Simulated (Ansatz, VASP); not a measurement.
# ZnCd5Te6 in VASP and in Ansatz

```
CELL_PARAMETERS angstrom
4.62222 0.00000 0.00000
0.00000 4.62222 0.00000
0.00000 0.00000 19.69005
ATOMIC_POSITIONS crystal
Zn 0.50000 0.50000 0.00000
Cd 0.00000 0.00000 0.84125
Cd 0.00000 0.00000 0.15875
Cd 0.50000 0.50000 0.32938
Cd 0.00000 0.00000 0.50000
Cd 0.50000 0.50000 0.67062
Te 0.50000 0.00000 0.07305
Te 0.00000 0.50000 0.24405
Te 0.50000 0.00000 0.41469
Te 0.00000 0.50000 0.58531
Te 0.50000 0.00000 0.75595
Te 0.00000 0.50000 0.92695
```

Alike in both runs: functional PBE; k mesh 6 × 6 × 2; occupations gaussian, width 0.02 eV; no spin polarisation.

Ansatz relaxed the structure, and its values are those at the end. VASP's run is a single point on that final structure, the one shown.

|  | VASP | Ansatz |
| --- | --- | --- |
| version | VASP 6.6.1 | Ansatz 0.2.0 |
| potentials or method | VASP PAW PBE potentials, release 64 (Zn, Cd, Te), cutoff 520 eV | scalar-relativistic, plane waves, PAW |
| valence electrons in the cell | 108 | 208 |

Ansatz gave:

| Quantity | Value |
| --- | --- |
| gap on the k mesh at the Fermi level (eV) | 0.62 |
| least direct gap on the mesh (eV) | 0.62 |
| pressure (GPa) | 0.0 |

Which values does VASP return?

gap on the k mesh at the Fermi level (eV): 0.61; least direct gap on the mesh (eV): 0.61; pressure (GPa): 0.1.

The functional is the same, so the differences come from potentials, cutoffs and numerics. VASP's potentials hold 108 valence electrons a cell and Ansatz's 208, so a difference there can come from the potentials and not from the codes.

Spin-orbit coupling is off throughout.
